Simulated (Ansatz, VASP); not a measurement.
Ge: VASP beside Ansatz

File INCAR:

```
SYSTEM = Ge
PREC = Accurate
ENCUT = 520
EDIFF = 1E-6
ISMEAR = 0
SIGMA = 0.15
LREAL = .FALSE.
LASPH = .TRUE.
NELM = 80
ALGO = Normal
ISIF = 2
LWAVE = .FALSE.
LCHARG = .FALSE.
GGA = PE
NBANDS = 21
```

KPOINTS

```
regular mesh
0
G
  18 18 18
  0 0 0
```

POSCAR

```
Ge
1.0
    0.0000000000      2.8373267503      2.8805347719
    2.8805347719      0.0000000000      2.8805347719
    2.8805347719      2.8373267503      0.0000000000
Ge
2
Direct
    0.5000000000      0.5000000000      0.5000000000
    0.7500000000      0.7500000000      0.7500000000
```

Input for Ansatz:

```yaml
crystal:
  lattice:
    - [0.0, 2.8373267503, 2.8805347719]
    - [2.8805347719, 0.0, 2.8805347719]
    - [2.8805347719, 2.8373267503, 0.0]
  atoms:
    - { symbol: Ge, position: [0.5, 0.5, 0.5] }
    - { symbol: Ge, position: [0.75, 0.75, 0.75] }
basis:
  ecutwfc: 420
kpoints:
  mp_grid: { grid: [18, 18, 18] }
hamiltonian:
  xc: pbe
scf:
  occupations: { method: gaussian, width: 0.15 }
output:
  forces: true
  stress: true
  eigenvalues: true
```

Change from the starting cell: strain -0.0150 x Voigt [0, 1, 0, 0, 0, 0], atoms carried along.

Alike in both runs: task single point; functional PBE; k mesh 18 × 18 × 18; occupations gaussian, width 0.15 eV; no spin polarisation.

|  | VASP | Ansatz |
| --- | --- | --- |
| version | VASP 6.6.1 | Ansatz 0.2.0 |
| potentials or method | VASP PAW PBE potentials, release 64 (Ge_d), cutoff 520 eV | scalar-relativistic, plane waves, PAW |
| valence electrons in the cell | 28 | 28 |

```csv
,VASP,Ansatz,Ansatz less VASP
gap on the k mesh at the Fermi level (eV),0.10,0.10,-0.003
least direct gap on the mesh (eV),0.11,0.11,0.000
pressure (GPa),0.8,0.9,+0.11
"traceless stress, the component that is largest in VASP (GPa)",0.67,0.67,0.000
```

The functional is the same, so the differences come from potentials, cutoffs and numerics.
